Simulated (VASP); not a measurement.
# La2Zr2O (P6/mmm) in VASP: a series of runs, part 2 of 3

VASP 6.6.1.

### Step 3. Single point, PBE

This run uses another cell than the first one, of 30.39 Å³/atom.

INCAR reads:

```
SYSTEM = La2Zr2O
ALGO = Normal
EDIFF = 1E-6
ENCUT = 520
GGA = PE
ISIF = 2
ISMEAR = 0
LASPH = .TRUE.
LCHARG = .FALSE.
LREAL = .FALSE.
LWAVE = .FALSE.
NBANDS = 34
NELM = 80
PREC = Accurate
SIGMA = 0.1
```

KPOINTS reads:

```
k-points
0
G
  6 6 4
  0 0 0
```

POSCAR reads:

```
La2Zr2O
1.0
    5.1876736520      0.0000000000      0.0000000000
   -2.5938368260      4.4926571692      0.0000000000
    0.0000000000      0.0000000000      6.5200875492
La Zr O
2 2 1
Direct
    0.3333333333      0.6666666667      0.5000000000
    0.6666666667      0.3333333333      0.5000000000
    0.0000000000      0.0000000000      0.8062083894
    0.0000000000      0.0000000000      0.1937916106
    0.0000000000      0.0000000000      0.5000000000
```

Potentials or basis: VASP PAW PBE potentials, release 64 (La, Zr_sv, O).

On the command line:

```bash
$ cat potpaw_PBE.64/La/POTCAR potpaw_PBE.64/Zr_sv/POTCAR potpaw_PBE.64/O/POTCAR > POTCAR
$ mpirun -np 1 vasp_std > vasp.out
```

OUTCAR:

```text
SYSTEM = La2Zr2O
   EDIFF = 1E-6
   ENCUT = 520
   GGA = PE
   ISIF = 2
   ISMEAR = 0
   LASPH = .TRUE.
   LREAL = .FALSE.
   NELM = 80
   PREC = Accurate

 ion  position               nearest neighbor table
   1  0.333  0.667  0.500-   2 3.00   2 3.00   2 3.00   4 3.60   3 3.60   4 3.60   3 3.60   4 3.60
                             3 3.60
   2  0.667  0.333  0.500-   1 3.00   1 3.00   1 3.00   4 3.60   3 3.60   3 3.60   4 3.60   3 3.60
                             4 3.60
   3  0.000  0.000  0.806-   5 2.00   4 2.53   1 3.60   2 3.60   2 3.60   1 3.60   2 3.60   1 3.60

   4  0.000  0.000  0.194-   5 2.00   3 2.53   1 3.60   2 3.60   2 3.60   1 3.60   2 3.60   1 3.60

   5  0.000  0.000  0.500-   3 2.00   4 2.00

  LATTYP: Found a hexagonal cell.
 ALAT       =     5.1876736520
 C/A-ratio  =     1.2568422739

  Lattice vectors:

 A1 = (   5.1876736520,   0.0000000000,   0.0000000000)
 A2 = (  -2.5938368260,   4.4926571692,   0.0000000000)
 A3 = (   0.0000000000,   0.0000000000,   6.5200875492)

Analysis of symmetry for initial positions (statically):
=====================================================================
 Subroutine PRICEL returns:
 Original cell was already a primitive cell.

 Routine SETGRP: Setting up the symmetry group for a
 hexagonal supercell.

 Subroutine GETGRP returns: Found 24 space group operations
 (whereof 24 operations were pure point group operations)
 out of a pool of 24 trial point group operations.

The static configuration has the point symmetry D_6h.

Analysis of symmetry for dynamics (positions and initial velocities):
=====================================================================
 Subroutine PRICEL returns:
 Original cell was already a primitive cell.

 Routine SETGRP: Setting up the symmetry group for a
 hexagonal supercell.

 Subroutine GETGRP returns: Found 24 space group operations
 (whereof 24 operations were pure point group operations)
 out of a pool of 24 trial point group operations.

The dynamic configuration has the point symmetry D_6h.

 Subroutine INISYM returns: Found 24 space group operations
 (whereof 24 operations are pure point group operations),
 and found     1 'primitive' translations

----------------------------------------------------------------------------------------

                                     Primitive cell

  volume of cell :     151.9600

  direct lattice vectors                    reciprocal lattice vectors
     5.187673652  0.000000000  0.000000000     0.192764632  0.111292712  0.000000000
    -2.593836826  4.492657169  0.000000000     0.000000000  0.222585424  0.000000000
     0.000000000  0.000000000  6.520087549     0.000000000  0.000000000  0.153372174

  length of vectors
     5.187673652  5.187673652  6.520087549     0.222585424  0.222585424  0.153372174

  position of ions in fractional coordinates (direct lattice)
     0.333333333  0.666666667  0.500000000
     0.666666667  0.333333333  0.500000000
     0.000000000  0.000000000  0.806208389
     0.000000000  0.000000000  0.193791611
     0.000000000  0.000000000  0.500000000

  ion indices of the primitive-cell ions
   primitive index   ion index
                 1           1
                 2           2
                 3           3
                 4           4
                 5           5
[... 28 lines left out ...]
            Coordinates               Weight
  0.000000  0.000000  0.000000      1.000000
  0.166667 -0.000000  0.000000      6.000000
  0.333333 -0.000000  0.000000      6.000000
  0.500000  0.000000  0.000000      3.000000
  0.166667  0.166667  0.000000      6.000000
  0.333333  0.166667  0.000000     12.000000
[... 13 lines left out ...]
  0.333333  0.166667  0.500000     12.000000
  0.333333  0.333333  0.500000      2.000000
   k-points           NKPTS =     21   k-points in BZ     NKDIM =     21   number of bands    NBANDS=     34
   number of dos      NEDOS =    301   number of ions     NIONS =      5
   total plane-waves  NPLWV =  76800
   dimension x,y,z NGX =    40 NGY =   40 NGZ =   48
   dimension x,y,z NGXF=    80 NGYF=   80 NGZF=   96
   ions per type =               2   2   1
   NGX,Y,Z   is equivalent  to a cutoff of  12.82, 12.82, 12.24 a.u.
   NGXF,Y,Z  is equivalent  to a cutoff of  25.64, 25.64, 24.48 a.u.
 SYSTEM =  La2Zr2O
   PREC   = accura    normal or accurate (medium, high low for compatibility)
   ISTART =      0    job   : 0-new  1-cont  2-samecut
   ICHARG =      2    charge: 1-file 2-atom 10-const
   ISPIN  =      1    spin polarized calculation?
   LNONCOLLINEAR =      F non collinear calculations
   LSORBIT =      F    spin-orbit coupling
   LASPH  =      T    aspherical Exc in radial PAW
   ENCUT  =  520.0 eV  38.22 Ry    6.18 a.u.   9.65  9.65 12.12*2*pi/ulx,y,z
   NELM   =     80;   NELMIN=  2; NELMDL= -5     # of ELM steps
   EDIFF  = 0.1E-05   stopping-criterion for ELM
   LREAL  =      F    real-space projection
   EDIFFG = 0.1E-04   stopping-criterion for IOM
   NSW    =      0    number of steps for IOM
   IBRION =     -1    ionic relax: 0-MD 1-quasi-New 2-CG
   NFREE  =      0    steps in history (QN), initial steepest desc. (CG)
   ISIF   =      2    stress and relaxation
   ISYM   =      2    0-nonsym 1-usesym 2-fastsym
   POTIM  = 0.5000    time-step for ionic-motion
   TEBEG  =    0.0;   TEEND  =   0.0 temperature during run
   PSTRESS=    0.0 pullay stress
   NELECT =      52.0000    total number of electrons
   NUPDOWN=      -1.0000    fix difference up-down
   EMIN   =  10.00;   EMAX   =-10.00  energy-range for DOS
   EFERMI =   0.00;   METHOD = LEGACY
   ISMEAR =     0;   SIGMA  =   0.10  broadening in eV -4-tet -1-fermi 0-gaus
   EFERMI_NEDOS =   21; number of points for ismear=-14 and -15
   IALGO  =     38    algorithm
   IMIX   =      4    mixing-type and parameters
     AMIX     =   0.40;   BMIX     =  1.00
     AMIX_MAG =   1.60;   BMIX_MAG =  1.00
  volume/ion in A,a.u.               =      30.39       205.10
  Fermi-wavevector in a.u.,A,eV,Ry     =   1.145072  2.163872 17.839824  1.311190
  Thomas-Fermi vector in A             =   2.281762
   LORBIT       =      0    0 simple, 1 ext, 2 COOP (PROOUT), +10 PAW based schemes
   GGA     = PE    functional components
   LHFCALC =     F    Hartree Fock is set to
   AEXX    =    0.0000 exact exchange contribution
   IVDW    =     0    specifies the selected vdW correction
   LEPSILON=     F    determine dielectric tensor
   LRPA    =     F    only Hartree local field effects (RPA)
 non-spin polarized calculation
 Gauss-broadening in eV      SIGMA  =   0.10
  energy-cutoff  :      520.00
  volume of cell :      151.96
 maximum number of plane-waves:      4153
 NGX is ok and might be reduce to    40
   NGX = 19   NGY = 19   NGZ = 25

 number of electron      51.9999991 magnetization

 Free energy of the ion-electron system (eV)
  ---------------------------------------------------
  ext. energy  EPLUGINS =         0.00000000
  ---------------------------------------------------
  free energy    TOTEN  =       -29.96115759 eV

  energy without entropy =      -29.92074386  energy(sigma->0) =      -29.94095072

 E-fermi :   6.2415     XC(G=0):  -9.2241

 val. band max:        6.2371785151   @ k =   0.3333   0.1667   0.2500
 cond. band min:       6.2500216951   @ k =   0.5000   0.0000   0.2500
 fundamental gap:      0.0128431800
 Fermi energy:         6.2414740496

 k-point     1 :       0.0000    0.0000    0.0000
  band No.  band energies     occupation
      1     -43.2261      2.00000
      2     -42.9255      2.00000
      3     -27.0325      2.00000
      4     -26.0688      2.00000
      5     -22.4484      2.00000
      6     -21.2138      2.00000
[... 766 lines left out ...]
     33       7.5726      0.00000
     34       7.6546      0.00000

------------------------ aborting loop because EDIFF is reached ----------------------------------------

  FORCE on cell =-STRESS in cart. coord.  units (eV):
  Direction    XX          YY          ZZ          XY          YZ          ZX
  --------------------------------------------------------------------------------------
  -------------------------------------------------------------------------------------
  Total        0.0523417      0.0523417      0.1809333      0.0000000     -0.0000000     -0.0000000
  in kB        0.5518603      0.5518603      1.9076550      0.0000000     -0.0000000     -0.0000000
  external PRESSURE =       1.0037919 kB  Pullay stress =       0.0000000 kB

 VOLUME and BASIS-vectors are now :
 -----------------------------------------------------------------------------
  energy-cutoff  :      520.00
  volume of cell :      151.96
      direct lattice vectors                 reciprocal lattice vectors
     5.187673652  0.000000000  0.000000000     0.192764632  0.111292712  0.000000000
    -2.593836826  4.492657169  0.000000000     0.000000000  0.222585424  0.000000000
     0.000000000  0.000000000  6.520087549     0.000000000  0.000000000  0.153372174

 POSITION                                       TOTAL-FORCE (eV/Angst)
 -----------------------------------------------------------------------------------
     -0.00000      2.99510      3.26004         0.000000      0.000000      0.000000
      2.59384      1.49755      3.26004        -0.000000     -0.000000      0.000000
      0.00000      0.00000      5.25655        -0.000000      0.000000      0.039966
      0.00000      0.00000      1.26354        -0.000000      0.000000     -0.039966
      0.00000      0.00000      3.26004        -0.000000     -0.000000      0.000000
 -----------------------------------------------------------------------------------
    total drift:                                0.000000      0.000000      0.000000

  FREE ENERGIE OF THE ION-ELECTRON SYSTEM (eV)
  ---------------------------------------------------
  free  energy   TOTEN  =       -29.9611575872 eV

  energy  without entropy=      -29.9207438559  energy(sigma->0) =      -29.94095072
```

OSZICAR:

```text
N       E                     dE             d eps       ncg     rms          rms(c)
DAV:   1     0.763462578522E+03    0.76346E+03   -0.21168E+04  1436   0.202E+03
DAV:   2     0.108598059246E+03   -0.65486E+03   -0.62110E+03  1996   0.403E+02
DAV:   3    -0.185879760496E+02   -0.12719E+03   -0.12407E+03  2214   0.232E+02
DAV:   4    -0.351312417164E+02   -0.16543E+02   -0.15935E+02  2648   0.622E+01
DAV:   5    -0.384421919250E+02   -0.33110E+01   -0.32136E+01  2816   0.251E+01    0.216E+01
DAV:   6    -0.379910282768E+02    0.45116E+00   -0.34230E+02  2704   0.822E+01    0.152E+01
DAV:   7    -0.319076162397E+02    0.60834E+01   -0.62253E+01  2608   0.487E+01    0.101E+01
DAV:   8    -0.301296002657E+02    0.17780E+01   -0.16398E+01  2680   0.152E+01    0.726E+00
DAV:   9    -0.301023516983E+02    0.27249E-01   -0.24167E+00  2688   0.832E+00    0.369E+00
DAV:  10    -0.299579410810E+02    0.14441E+00   -0.12426E+00  2696   0.394E+00    0.752E-01
DAV:  11    -0.299606549312E+02   -0.27139E-02   -0.81695E-02  2752   0.155E+00    0.435E-01
DAV:  12    -0.299607513618E+02   -0.96431E-04   -0.11595E-02  2408   0.536E-01    0.184E-01
DAV:  13    -0.299612621686E+02   -0.51081E-03   -0.14868E-03  2496   0.278E-01    0.740E-02
DAV:  14    -0.299611767184E+02    0.85450E-04   -0.14009E-03  2408   0.130E-01    0.300E-02
DAV:  15    -0.299611575313E+02    0.19187E-04   -0.23032E-04  2664   0.843E-02    0.121E-02
DAV:  16    -0.299611599671E+02   -0.24358E-05   -0.44675E-05  2480   0.316E-02    0.905E-03
DAV:  17    -0.299611571998E+02    0.27674E-05   -0.13827E-05  2048   0.232E-02    0.372E-03
DAV:  18    -0.299611575872E+02   -0.38743E-06   -0.22074E-06  1368   0.115E-02
   1 F= -.29961158E+02 E0= -.29940951E+02  d E =-.404137E-01
```

Run time: 6.1 min. Hardware: 1 thread of Intel Xeon 8259CL, shared host; peak memory 0.34 GiB.

Results:

| Item | Value |
| --- | --- |
| Free energy | -29.9612 eV |
| Pressure | 0.1 GPa |
| Largest force | 0.040 eV/Å |
| Band gap on the k mesh | zero (bands 26 and 27 overlap by 0.49 eV) |

Forces in eV/Å, atoms in the order of the input:
```
La   0.000  0.000  0.000
La   0.000  0.000  0.000
Zr   0.000  0.000  0.040
Zr   0.000  0.000 -0.040
O    0.000  0.000  0.000
```

Caveat: spin-orbit coupling is left out, which moves the levels of the heavy elements.

### Step 4. Relaxation of cell and atoms, PBE

INCAR reads:

```
SYSTEM = La2Zr2O
ALGO = Normal
EDIFF = 1E-7
EDIFFG = -0.04
ENCUT = 600
GGA = PE
IBRION = 2
ISIF = 3
ISMEAR = 0
LASPH = .True.
LCHARG = .False.
LREAL = .False.
LWAVE = .False.
NELM = 100
NSW = 90
PREC = Accurate
SIGMA = 0.1
```

KPOINTS reads:

```
k-points
0
Gamma
  6 6 4
  0 0 0
```

POSCAR reads:

```
La2Zr2O
1.0
    4.4516734800      0.0000000000      0.0000000000
   -2.2258367400      3.8552623200      0.0000000000
    0.0000000000      0.0000000000      6.2589118700
La Zr O
2 2 1
Direct
    0.3333333300      0.6666666700      0.5000000000
    0.6666666700      0.3333333300      0.5000000000
    0.0000000000      0.0000000000      0.7887362700
    0.0000000000      0.0000000000      0.2112637300
    0.0000000000      0.0000000000      0.5000000000
```

On the command line:

```bash
$ cat potpaw_PBE.64/La/POTCAR potpaw_PBE.64/Zr_sv/POTCAR potpaw_PBE.64/O/POTCAR > POTCAR
$ mpirun -np 1 vasp_std > vasp.out
```

Wall time 48 min (1 thread of Intel Xeon 8259CL, shared host); peak memory 0.32 GiB.

The run converged. Its results:

| Quantity | Value |
| --- | --- |
| Free energy | -29.9393 eV |
| Relaxed volume | 30.42 Å³/atom |
| Relaxed cell | a = 5.192 Å, b = 5.192 Å, c = 6.514 Å, α = 90.00°, β = 90.00°, γ = 120.00° |
| Space group after relaxing (to 0.1 Å) | P6/mmm (No. 191) |
| Energy gained by relaxing | 883.8 meV/atom |
| Ionic steps | 12 |
| Pressure after relaxing | -0.1 GPa |
| Largest force after relaxing | 0.009 eV/Å |
| Band gap on the k mesh | zero (bands 26 and 27 overlap by 0.48 eV) |

Forces on the atoms (eV/Å):
```
La   0.000  0.000  0.000
La   0.000  0.000  0.000
Zr   0.000  0.000 -0.009
Zr   0.000  0.000  0.009
O    0.000  0.000  0.000
```

Stress tensor (GPa, compression positive):
```
-0.15  0.00  0.00
 0.00 -0.15  0.00
 0.00  0.00  0.12
```

The path:
```
step  energy change (eV)  largest force (eV/Å)  pressure (GPa)  volume (Å³)
   1              0.0000                6.9215           40.83       107.42
   2             -0.3427                0.4163           -9.71       216.87
   3             -3.9992                0.1183           -2.12       147.05
   4             -4.0353                0.0085           -0.97       144.13
   5             -4.0467                0.1222            0.35       141.21
   6             -4.2915                0.2076            0.25       143.30
   7             -4.3489                0.6840            1.03       144.60
   8             -4.3989                0.4703            0.03       149.16
   9             -4.4129                0.2384           -0.60       153.39
  10             -4.4101                0.2943            0.62       151.58
  11             -4.4168                0.0232           -0.08       152.59
  12             -4.4189                0.0087           -0.06       152.08
```

Final structure:
```
CELL_PARAMETERS angstrom
5.19229 0.00000 0.00000
-2.59614 4.49665 0.00000
0.00000 0.00000 6.51382
ATOMIC_POSITIONS crystal
La 0.33333 0.66667 0.50000
La 0.66667 0.33333 0.50000
Zr 0.00000 0.00000 0.80681
Zr 0.00000 0.00000 0.19319
O 0.00000 0.00000 0.50000
```

Levels at points of the mesh, in eV from the Fermi level:
```csv
k point,band 24,band 25,band 26,band 27,band 28,band 29
"(0.00, 0.00, 0.00)",0.11,0.11,0.21,0.28,0.28,0.30
"(0.50, 0.00, 0.00)",-0.97,-0.88,0.18,0.37,0.43,0.54
"(0.00, 0.00, 0.50)",-1.32,-0.90,-0.90,0.45,0.99,0.99
"(0.50, 0.00, 0.50)",-1.04,-0.12,-0.05,0.22,0.37,0.42
```

Caveat: the volume moved by over 15 % at a fixed basis, so the end points are rough; spin-orbit coupling is left out, which moves the levels of the heavy elements.

(Part 2 of 3 ends here.)
